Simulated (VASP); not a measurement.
Set up this calculation in VASP 6.6.1, as the native input.

| Item | Value |
| --- | --- |
| Task | relaxation of cell and atoms |
| Functional | PBE |
| Potentials or basis | VASP PAW PBE potentials, release 64 (Sn_d, Se) |
| Cutoff | 600 eV |
| k mesh | 6 × 6 × 6 |
| Occupations | gaussian, width 0.1 eV |
| Spin | no spin polarisation |
| Dipole correction | no |
| Further INCAR settings | ALGO = Fast; EDIFF = 1e-06; IBRION = 2; EDIFFG = -0.01; NSW = 100; ISIF = 3 |

The structure of Sn4Se3 lies in POSCAR:

```
Sn4Se3
1.0
    5.9616574438      0.0000000000      0.0000000000
    0.0000000000      5.9616574438      0.0000000000
    0.0000000000      0.0000000000      5.9616574438
Sn Se
4 3
Direct
    0.0000000000      0.0000000000      0.0000000000
    0.5000000000      0.0000000000      0.5000000000
    0.5000000000      0.5000000000      0.0000000000
    0.0000000000      0.5000000000      0.5000000000
    0.5000000000      0.0000000000      0.0000000000
    0.0000000000      0.5000000000      0.0000000000
    0.0000000000      0.0000000000      0.5000000000
```

These files were run (other wordings do the same):

INCAR

```
PREC = Accurate ; ENCUT = 600
EDIFF = 1E-6 ; ISMEAR = 0
SIGMA = 0.1 ; LREAL = False
LASPH = True ; NELM = 80
ALGO = Fast ; ISIF = 3
LWAVE = False ; LCHARG = False
GGA = PE ; IBRION = 2
NSW = 100 ; EDIFFG = -0.01
```

KPOINTS

```
Automatic mesh
0
Gamma
  6 6 6
```

Potentials or basis: VASP PAW PBE potentials, release 64 (Sn_d, Se).

The run is started by

```console
$ cat potpaw_PBE.64/Sn_d/POTCAR potpaw_PBE.64/Se/POTCAR > POTCAR
$ mpirun -np 1 vasp_std > vasp.out
```

It gave:

```yaml
Relaxed_volume: 30.61 Å³/atom
Relaxed_cell: a = 5.984 Å, b = 5.984 Å, c = 5.984 Å, α = 90.00°, β = 90.00°, γ = 90.00°
Space_group_after_relaxing_to_0.1_Å: Pm-3m (No. 221)
Energy_gained_by_relaxing: 0.5 meV/atom
Ionic_steps: 3
Pressure_after_relaxing: 0.0 GPa
Band_gap_on_the_k_mesh: zero (bands 37 and 38 overlap by 1.36 eV)
```

Caveat: spin-orbit coupling is left out, which moves the levels of the heavy elements.

Wall time 12 min on 1 thread of Oxide Virtual Turin-like Processor, with other jobs on the host, peak memory 0.41 GiB.
